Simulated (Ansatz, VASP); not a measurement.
# Ru in VASP and in Ansatz

File INCAR:

```
SYSTEM = Ru
PREC = Accurate
ENCUT = 520
EDIFF = 1E-7
ISMEAR = -1
SIGMA = 0.05
LREAL = .False.
LASPH = .True.
NELM = 60
ALGO = Normal
ISIF = 2
LWAVE = .False.
LCHARG = .False.
GGA = PE
NBANDS = 13
```

File KPOINTS:

```
regular mesh
0
Gamma
  16 16 16
  0 0 0
```

Contents of POSCAR:

```
Ru
1.0
    0.0000000000      1.8762399469      1.8762399469
    1.8762399469      0.0000000000      1.8762399469
    1.8762399469      1.8762399469      0.0000000000
Ru
1
Direct
    0.0000000000      0.0000000000      0.0000000000
```

Input for Ansatz:

```yaml
crystal:
  lattice:
    - [0.0, 1.8762399469, 1.8762399469]
    - [1.8762399469, 0.0, 1.8762399469]
    - [1.8762399469, 1.8762399469, 0.0]
  atoms:
    - { symbol: Ru, position: [0.0, 0.0, 0.0] }
kpoints:
  mp_grid: { grid: [16, 16, 16] }
scf:
  occupations: { method: fermi_dirac, width: 0.05 }
hamiltonian:
  xc: pbe
  pseudopotentials: { kind: all_electron, lapw: { basis_error: 0.0005 } }
output:
  forces: true
  stress: true
  eigenvalues: true
```

Change from the starting cell: volume scaled by 0.9405.

Alike in both runs: task single point; functional PBE; k mesh 16 × 16 × 16; occupations fermi-dirac, width 0.05 eV; no spin polarisation.

```csv
,VASP,Ansatz
version,VASP 6.6.1,Ansatz 0.2.0
potentials or method,"VASP PAW PBE potentials, release 64 (Ru_pv), cutoff 520 eV","all-electron LAPW, scalar-relativistic"
```

|  | VASP | Ansatz | Ansatz less VASP |
| --- | --- | --- | --- |
| pressure (GPa) | 15.8 | 15.8 | -0.01 |

Ansatz ran all-electron here, and VASP with PAW potentials.
